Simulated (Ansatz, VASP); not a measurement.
Al3BN2 in VASP and in Ansatz

```
Al B N
1.0
     3.34985    0.00000    0.00000
     0.00000    3.34985    0.00000
     0.00000    0.00000    8.67221
Al B N
3 1 2
Cartesian
  1.6749 0.0000 2.7801
  0.0000 1.6749 2.7801
  1.6749 1.6749 0.2678
  0.0000 0.0000 7.3646
  1.6749 1.6749 7.1257
  1.6749 1.6749 3.6181
```

Alike in both runs: functional PBE; k mesh 4 × 4 × 2; occupations gaussian, width 0.15 eV; no spin polarisation.

Ansatz relaxed the structure, and its values are those at the end. VASP's run is a single point on that final structure, the one shown.

```csv
,VASP,Ansatz
version,VASP 6.6.1,Ansatz 0.2.0
potentials or method,"VASP PAW PBE potentials, release 64 (Al, B, N), cutoff 600 eV","scalar-relativistic, plane waves, PAW"
valence electrons in the cell,22,22
```

|  | VASP | Ansatz | Ansatz less VASP |
| --- | --- | --- | --- |
| gap on the k mesh at the Fermi level (eV) | none | none | - |
| pressure (GPa) | 0.2 | 0.3 | +0.09 |
| rms of the force components (eV/Å) | 0.015 | 0.017 | +0.0021 |

A gap of «none» marks a metal or a gap that the smearing closes. With one functional, cell and mesh, what is left measures potentials, basis and numerics.

The k mesh is coarse, so the values compare programs but aren't converged.
